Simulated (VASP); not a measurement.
# Ta5Ti3 (Cmmm) in VASP: notebook

Runs on Ta5Ti3. Level: PBE. Tasks: single point.

Everything below comes from runs of VASP 6.6.1. Logs are shortened: lines on timing, memory, paths and dates and some standing lists are left out, and cuts for length are marked.

## 1. The cell of the first run

Symmetry: Cmmm, No. 65, orthorhombic system. Conventional cell: a = 3.358 Å, b = 4.635 Å, c = 18.548 Å, α = 90.00°, β = 90.00°, γ = 90.00°. Within 3.7 Å of Ti (site symmetry mmm) lie 14 Ti at 2.84 to 3.36 Å. Within 3.7 Å of Ti (site symmetry mm2) lie 4 Ta at 2.84 to 3.26 Å and 10 Ti at 2.84 to 3.36 Å. Ta (site symmetry mm2) has 4 Ti at 2.84 to 3.26 Å and 10 Ta at 2.86 to 3.36 Å within 3.7 Å. Within 3.8 Å of Ta (site symmetry mm2) lie 14 Ta at 2.86 to 3.36 Å. Ta (site symmetry mmm) has 14 Ta at 2.86 to 3.36 Å within 3.8 Å.

## 2. Single point, PBE

Input file INCAR:

```
ALGO = Fast
EDIFF = 1E-6
ENCUT = 520
GGA = PE
ISIF = 2
ISMEAR = 0
LASPH = True
LCHARG = False
LREAL = False
LWAVE = False
NBANDS = 56
NELM = 60
PREC = Accurate
SIGMA = 0.2
```

Input file KPOINTS:

```
k-points
0
Gamma
  6 6 1
```

Input file POSCAR:

```
Ta5Ti3
1.0
    1.6791251902     -2.3173315262      0.0000000000
    1.6791251902      2.3173315262      0.0000000000
    0.0000000000      0.0000000000     18.5482123522
Ti Ta
3 5
Direct
    0.0000000000      0.0000000000      0.5000000000
    0.5000000000      0.5000000000      0.6235037155
    0.5000000000      0.5000000000      0.3764962845
    0.0000000000      0.0000000000      0.7468859514
    0.0000000000      0.0000000000      0.2531140486
    0.5000000000      0.5000000000      0.1267202407
    0.0000000000      0.0000000000      0.0000000000
    0.5000000000      0.5000000000      0.8732797593
```

Potentials or basis: VASP PAW PBE potentials, release 64 (Ti_sv, Ta_pv).

Started as:

```console
$ cat potpaw_PBE.64/Ti_sv/POTCAR potpaw_PBE.64/Ta_pv/POTCAR > POTCAR
$ mpirun -np 1 vasp_std > vasp.out
```

OUTCAR:

```text
EDIFF = 1E-6
   ENCUT = 520
   GGA = PE
   ISIF = 2
   ISMEAR = 0
   LASPH = True
   LREAL = False
   NELM = 60
   PREC = Accurate

 ion  position               nearest neighbor table
   1  0.000  0.000  0.500-   2 2.84   3 2.84   2 2.84   3 2.84
   2  0.500  0.500  0.624-   4 2.84   4 2.84   1 2.84   1 2.84   4 3.26   4 3.26
   3  0.500  0.500  0.376-   5 2.84   5 2.84   1 2.84   1 2.84   5 3.26   5 3.26
   4  0.000  0.000  0.747-   2 2.84   2 2.84   8 2.88   8 2.88   2 3.26   2 3.26   8 3.30   8 3.30

   5  0.000  0.000  0.253-   3 2.84   3 2.84   6 2.88   6 2.88   3 3.26   3 3.26   6 3.30   6 3.30

   6  0.500  0.500  0.127-   5 2.88   5 2.88   7 2.89   7 2.89   5 3.30   5 3.30   7 3.30   7 3.30

   7  0.000  0.000  0.000-   6 2.89   8 2.89   6 2.89   8 2.89   6 3.30   8 3.30   6 3.30   8 3.30

   8  0.500  0.500  0.873-   4 2.88   4 2.88   7 2.89   7 2.89   4 3.30   4 3.30   7 3.30   7 3.30

  LATTYP: Found a base centered orthorhombic cell.
 ALAT       =     3.3582503804
 B/A-ratio  =     1.3800826405
 C/A-ratio  =     5.5231773249

  Lattice vectors:

 A1 = (   1.6791251902,  -2.3173315262,   0.0000000000)
 A2 = (   1.6791251902,   2.3173315262,   0.0000000000)
 A3 = (   0.0000000000,   0.0000000000,  18.5482123522)

Analysis of symmetry for initial positions (statically):
=====================================================================
 Subroutine PRICEL returns:
 Original cell was already a primitive cell.

 Routine SETGRP: Setting up the symmetry group for a
 base centered orthorhombic supercell.

 Subroutine GETGRP returns: Found  8 space group operations
 (whereof  8 operations were pure point group operations)
 out of a pool of  8 trial point group operations.

The static configuration has the point symmetry D_2h.

Analysis of symmetry for dynamics (positions and initial velocities):
=====================================================================
 Subroutine PRICEL returns:
 Original cell was already a primitive cell.

 Routine SETGRP: Setting up the symmetry group for a
 base centered orthorhombic supercell.

 Subroutine GETGRP returns: Found  8 space group operations
 (whereof  8 operations were pure point group operations)
 out of a pool of  8 trial point group operations.

The dynamic configuration has the point symmetry D_2h.

 Subroutine INISYM returns: Found  8 space group operations
 (whereof  8 operations are pure point group operations),
 and found     1 'primitive' translations

----------------------------------------------------------------------------------------

                                     Primitive cell

  volume of cell :     144.3455

  direct lattice vectors                    reciprocal lattice vectors
     1.679125190 -2.317331526  0.000000000     0.297774105 -0.215765416  0.000000000
     1.679125190  2.317331526  0.000000000     0.297774105  0.215765416  0.000000000
     0.000000000  0.000000000 18.548212352     0.000000000  0.000000000  0.053913551

  length of vectors
     2.861727941  2.861727941 18.548212352     0.367728340  0.367728340  0.053913551

  position of ions in fractional coordinates (direct lattice)
     0.000000000  0.000000000  0.500000000
     0.500000000  0.500000000  0.623503716
     0.500000000  0.500000000  0.376496284
     0.000000000  0.000000000  0.746885951
     0.000000000  0.000000000  0.253114049
     0.500000000  0.500000000  0.126720241
     0.000000000  0.000000000  0.000000000
     0.500000000  0.500000000  0.873279759

  ion indices of the primitive-cell ions
   primitive index   ion index
                 1           1
                 2           2
                 3           3
                 4           4
                 5           5
                 6           6
                 7           7
                 8           8

----------------------------------------------------------------------------------------

 KPOINTS: k-points

Automatic generation of k-mesh.
 Grid dimensions read from file:
 generate k-points for:    6    6    1

 Generating k-lattice:

  Cartesian coordinates                     Fractional coordinates (reciprocal lattice)
     0.049629017 -0.035960903  0.000000000     0.166666667  0.000000000  0.000000000
     0.049629017  0.035960903  0.000000000     0.000000000  0.166666667  0.000000000
     0.000000000  0.000000000  0.053913551     0.000000000  0.000000000  1.000000000

  Length of vectors
     0.061288057  0.061288057  0.053913551

  Shift w.r.t. Gamma in fractional coordinates (k-lattice)
     0.000000000  0.000000000  0.000000000

 Subroutine IBZKPT returns following result:
 ===========================================

 Found     13 irreducible k-points:

 Following reciprocal coordinates:
            Coordinates               Weight
  0.000000  0.000000  0.000000      1.000000
  0.166667 -0.000000  0.000000      4.000000
  0.333333 -0.000000  0.000000      4.000000
  0.500000 -0.000000  0.000000      2.000000
  0.166667  0.166667  0.000000      2.000000
  0.333333  0.166667  0.000000      4.000000
  0.500000  0.166667  0.000000      4.000000
 -0.333333  0.166667  0.000000      4.000000
 -0.166667  0.166667  0.000000      2.000000
  0.333333  0.333333  0.000000      2.000000
  0.500000  0.333333  0.000000      4.000000
 -0.333333  0.333333  0.000000      2.000000
  0.500000  0.500000  0.000000      1.000000
   k-points           NKPTS =     13   k-points in BZ     NKDIM =     13   number of bands    NBANDS=     56
   number of dos      NEDOS =    301   number of ions     NIONS =      8
   total plane-waves  NPLWV =  80640
   dimension x,y,z NGX =    24 NGY =   24 NGZ =  140
   dimension x,y,z NGXF=    48 NGYF=   48 NGZF=  280
   ions per type =               3   5
   NGX,Y,Z   is equivalent  to a cutoff of  13.94, 13.94, 12.55 a.u.
   NGXF,Y,Z  is equivalent  to a cutoff of  27.88, 27.88, 25.10 a.u.
 SYSTEM =  unknown system
   PREC   = accura    normal or accurate (medium, high low for compatibility)
   ISTART =      0    job   : 0-new  1-cont  2-samecut
   ICHARG =      2    charge: 1-file 2-atom 10-const
   ISPIN  =      1    spin polarized calculation?
   LNONCOLLINEAR =      F non collinear calculations
   LSORBIT =      F    spin-orbit coupling
   LASPH  =      T    aspherical Exc in radial PAW
   ENCUT  =  520.0 eV  38.22 Ry    6.18 a.u.   5.32  5.32 34.49*2*pi/ulx,y,z
   NELM   =     60;   NELMIN=  2; NELMDL= -5     # of ELM steps
   EDIFF  = 0.1E-05   stopping-criterion for ELM
   LREAL  =      F    real-space projection
   EDIFFG = 0.1E-04   stopping-criterion for IOM
   NSW    =      0    number of steps for IOM
   IBRION =     -1    ionic relax: 0-MD 1-quasi-New 2-CG
   NFREE  =      0    steps in history (QN), initial steepest desc. (CG)
   ISIF   =      2    stress and relaxation
   ISYM   =      2    0-nonsym 1-usesym 2-fastsym
   POTIM  = 0.5000    time-step for ionic-motion
   TEBEG  =    0.0;   TEEND  =   0.0 temperature during run
   PSTRESS=    0.0 pullay stress
   NELECT =      91.0000    total number of electrons
   NUPDOWN=      -1.0000    fix difference up-down
   EMIN   =  10.00;   EMAX   =-10.00  energy-range for DOS
   EFERMI =   0.00;   METHOD = LEGACY
   ISMEAR =     0;   SIGMA  =   0.20  broadening in eV -4-tet -1-fermi 0-gaus
   EFERMI_NEDOS =   21; number of points for ismear=-14 and -15
   IALGO  =     68    algorithm
   IMIX   =      4    mixing-type and parameters
     AMIX     =   0.40;   BMIX     =  1.00
     AMIX_MAG =   1.60;   BMIX_MAG =  1.00
  volume/ion in A,a.u.               =      18.04       121.76
  Fermi-wavevector in a.u.,A,eV,Ry     =   1.403743  2.652689 26.810195  1.970494
  Thomas-Fermi vector in A             =   2.526374
   LORBIT       =      0    0 simple, 1 ext, 2 COOP (PROOUT), +10 PAW based schemes
   GGA     = PE    functional components
   LHFCALC =     F    Hartree Fock is set to
   AEXX    =    0.0000 exact exchange contribution
   IVDW    =     0    specifies the selected vdW correction
   LEPSILON=     F    determine dielectric tensor
   LRPA    =     F    only Hartree local field effects (RPA)
 non-spin polarized calculation
 RMM-DIIS sequential band-by-band and
 Gauss-broadening in eV      SIGMA  =   0.20
  energy-cutoff  :      520.00
  volume of cell :      144.35
 maximum number of plane-waves:      3935
 NGX is ok and might be reduce to    24
   NGX = 11   NGY = 11   NGZ = 69

 number of electron      91.0000003 magnetization

 Free energy of the ion-electron system (eV)
  ---------------------------------------------------
  ext. energy  EPLUGINS =         0.00000000
  ---------------------------------------------------
  free energy    TOTEN  =       -82.16963434 eV

  energy without entropy =      -81.83621766  energy(sigma->0) =      -82.00292600

 E-fermi :   6.3089     XC(G=0): -12.1336

 val. band max:        6.3043062890   @ k =  -0.3333   0.1667   0.0000
 cond. band min:       6.3426361094   @ k =  -0.3333   0.1667   0.0000
 fundamental gap:      0.0383298204
 Fermi energy:         6.3088721815

 k-point     1 :       0.0000    0.0000    0.0000
  band No.  band energies     occupation
      1     -50.2553      2.00000
      2     -50.1949      2.00000
      3     -50.1627      2.00000
      4     -27.8984      2.00000
      5     -27.7311      2.00000
      6     -27.4801      2.00000
[... 48 lines left out ...]
     55       8.9468      0.00000
     56       9.0482      0.00000

 k-point     2 :       0.1667   -0.0000    0.0000
  band No.  band energies     occupation
      1     -50.2362      2.00000
      2     -50.1812      2.00000
      3     -50.1546      2.00000
      4     -27.8226      2.00000
      5     -27.7042      2.00000
      6     -27.5262      2.00000
[... 48 lines left out ...]
     55       8.5962      0.00000
     56       8.6462      0.00000
[... 588 lines left out ...]
     55       9.0296      0.00000
     56       9.2265      0.00000

 k-point    13 :       0.5000    0.5000    0.0000
  band No.  band energies     occupation
      1     -50.1462      2.00000
      2     -50.0984      2.00000
      3     -50.0796      2.00000
      4     -27.9357      2.00000
      5     -27.8820      2.00000
      6     -27.7990      2.00000
[... 48 lines left out ...]
     55       9.8775      0.00000
     56      10.0260      0.00000

------------------------ aborting loop because EDIFF is reached ----------------------------------------

  FORCE on cell =-STRESS in cart. coord.  units (eV):
  Direction    XX          YY          ZZ          XY          YZ          ZX
  --------------------------------------------------------------------------------------
  -------------------------------------------------------------------------------------
  Total        0.3428648     -0.2889822     -0.6206108      0.0000000      0.0000000      0.0000000
  in kB        3.8056615     -3.2075865     -6.8885312      0.0000000      0.0000000      0.0000000
  external PRESSURE =      -2.0968187 kB  Pullay stress =       0.0000000 kB

 VOLUME and BASIS-vectors are now :
 -----------------------------------------------------------------------------
  energy-cutoff  :      520.00
  volume of cell :      144.35
      direct lattice vectors                 reciprocal lattice vectors
     1.679125190 -2.317331526  0.000000000     0.297774105 -0.215765416  0.000000000
     1.679125190  2.317331526  0.000000000     0.297774105  0.215765416  0.000000000
     0.000000000  0.000000000 18.548212352     0.000000000  0.000000000  0.053913551

 POSITION                                       TOTAL-FORCE (eV/Angst)
 -----------------------------------------------------------------------------------
      0.00000      0.00000      9.27411        -0.000000     -0.000000      0.000000
      1.67913      0.00000     11.56488        -0.000000      0.000000     -0.051302
      1.67913      0.00000      6.98333        -0.000000      0.000000      0.051302
      0.00000      0.00000     13.85340         0.000000      0.000000     -0.026614
      0.00000      0.00000      4.69481         0.000000      0.000000      0.026614
      1.67913      0.00000      2.35043         0.000000      0.000000     -0.009589
      0.00000      0.00000      0.00000         0.000000     -0.000000      0.000000
      1.67913      0.00000     16.19778         0.000000      0.000000      0.009589
 -----------------------------------------------------------------------------------
    total drift:                                0.000000     -0.000000      0.000000

  FREE ENERGIE OF THE ION-ELECTRON SYSTEM (eV)
  ---------------------------------------------------
  free  energy   TOTEN  =       -82.1696343397 eV

  energy  without entropy=      -81.8362176637  energy(sigma->0) =      -82.00292600
```

Run time: 3.6 min. Hardware: 1 thread of AMD EPYC 9R45 (Zen 5), shared host; peak memory 0.28 GiB.

What came out:

* Free energy: -82.1696 eV
* Pressure: -0.2 GPa
* Largest force: 0.051 eV/Å

Forces on the atoms (eV/Å):
```
Ti   0.000  0.000  0.000
Ti   0.000  0.000 -0.051
Ti   0.000  0.000  0.051
Ta   0.000  0.000 -0.027
Ta   0.000  0.000  0.027
Ta   0.000  0.000 -0.010
Ta   0.000  0.000  0.000
Ta   0.000  0.000  0.010
```

Stress tensor (GPa, compression positive):
```
 0.38  0.00  0.00
 0.00 -0.32  0.00
 0.00  0.00 -0.69
```

Levels at points of the mesh, in eV from the Fermi level:
```tsv
k point	band 42	band 43	band 44	band 45	band 46	band 47	band 48	band 49
(0.00, 0.00, 0.00)	0.12	0.33	0.40	0.47	0.55	0.74	0.76	0.85
(0.50, 0.00, 0.00)	-0.73	-0.30	-0.17	-0.14	0.28	0.29	0.37	0.48
(0.50, 0.50, 0.00)	-0.80	-0.38	0.13	0.25	0.98	1.01	1.49	1.76
```

Caveat: the k points lie up to 0.39 Å⁻¹ apart; spin-orbit coupling is left out, which moves the levels of the heavy elements.

## 3. Single point, PBE

This run uses another cell than the first one, of 17.91 Å³/atom, 0.993 times its volume.

Input file INCAR:

```
SYSTEM = Ta5Ti3
ALGO = Fast
EDIFF = 1E-6
ENCUT = 520
GGA = PE
ISIF = 2
ISMEAR = 0
LASPH = .TRUE.
LCHARG = .FALSE.
LREAL = .FALSE.
LWAVE = .FALSE.
NBANDS = 56
NELM = 100
PREC = Accurate
SIGMA = 0.1
```

Input file KPOINTS:

```
k-points
0
G
  12 12 2
  0 0 0
```

Input file POSCAR:

```
Ta5Ti3
1.0
    1.6621979739     -2.3176220045      0.0000000000
    1.6621979739      2.3176220045      0.0000000000
    0.0000000000      0.0000000000     18.5998941454
Ti Ta
3 5
Direct
    0.0000000000      0.0000000000      0.5000000000
    0.5000000000      0.5000000000      0.6228297119
    0.5000000000      0.5000000000      0.3771702881
    0.0000000000      0.0000000000      0.7465483461
    0.0000000000      0.0000000000      0.2534516539
    0.5000000000      0.5000000000      0.1268775596
    0.0000000000      0.0000000000      0.0000000000
    0.5000000000      0.5000000000      0.8731224404
```

Potentials or basis: VASP PAW PBE potentials, release 64 (Ti_sv, Ta_pv).

Started as:

```console
$ cat potpaw_PBE.64/Ti_sv/POTCAR potpaw_PBE.64/Ta_pv/POTCAR > POTCAR
$ mpirun -np 1 vasp_std > vasp.out
```

Run time: 14 min. Hardware: 1 thread of Intel Xeon 6975P-C (Granite Rapids), shared host; peak memory 0.64 GiB.

It converged, with:

```yaml
Free_energy: -82.2075 eV
Pressure: 0.0 GPa
Largest_force: 0.008 eV/Å
```

Forces in eV/Å, atoms in the order of the input:
```
Ti   0.000  0.000  0.000
Ti   0.000  0.000 -0.008
Ti   0.000  0.000  0.008
Ta   0.000  0.000 -0.008
Ta   0.000  0.000  0.008
Ta   0.000  0.000  0.000
Ta   0.000  0.000  0.000
Ta   0.000  0.000  0.000
```

Levels at points of the mesh, in eV from the Fermi level:
```
           k point  band 42  band 43  band 44  band 45  band 46  band 47  band 48  band 49  band 50  band 51
(0.00, 0.00, 0.00)     0.07     0.36     0.39     0.49     0.50     0.67     0.80     0.83     0.89     1.02
(0.50, 0.00, 0.00)    -0.75    -0.32    -0.18    -0.13     0.33     0.34     0.40     0.52     1.33     1.42
(0.50, 0.50, 0.00)    -0.70    -0.32     0.11     0.24     1.07     1.08     1.48     1.77     1.83     2.34
(0.00, 0.00, 0.50)     0.02     0.18     0.39     0.52     0.58     0.83     0.87     0.95     0.99     1.02
(0.50, 0.00, 0.50)    -0.55    -0.34    -0.15    -0.14    -0.11     0.01     0.86     0.99     1.16     1.21
(0.50, 0.50, 0.50)    -0.75    -0.57     0.17     0.20     0.86     1.18     1.87     1.87     2.15     2.17
```

Caveat: spin-orbit coupling is left out, which moves the levels of the heavy elements.
